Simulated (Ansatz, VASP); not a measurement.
## Bi2Te3: VASP beside Ansatz

```
Te Bi
1.0
     4.17575    0.00000    0.00000
    -2.08787    3.61630    0.00000
     0.00000    0.00000   41.03016
Te Bi
3 2
Direct
  0.00000 0.00000 0.40770
  0.66667 0.33333 0.50000
  0.33333 0.66667 0.59230
  0.33333 0.66667 0.45019
  0.00000 0.00000 0.54981
```

Change from the starting cell: biaxial strain -0.040, atoms relaxed.

Alike in both runs: task relaxation of the atoms; functional PBE; dispersion D3(BJ); k mesh 6 × 6 × 1; occupations gaussian, width 0.02 eV; no spin polarisation.

|  | VASP | Ansatz |
| --- | --- | --- |
| version | VASP 6.6.1 | Ansatz 0.2.0 |
| potentials or method | VASP PAW PBE potentials, release 64 (Te, Bi_d), cutoff 520 eV | scalar-relativistic, plane waves, PAW |
| valence electrons in the cell | 48 | 78 |

```csv
,VASP,Ansatz,Ansatz less VASP
"gap on the k mesh at the Fermi level, each at its own relaxed structure (eV)",1.48,1.48,+0.006
```

VASP's potentials hold 48 valence electrons a cell and Ansatz's 78, so a difference there can come from the potentials and not from the codes. Ansatz's warnings: stress scf threshold loose.

Spin-orbit coupling is off throughout.
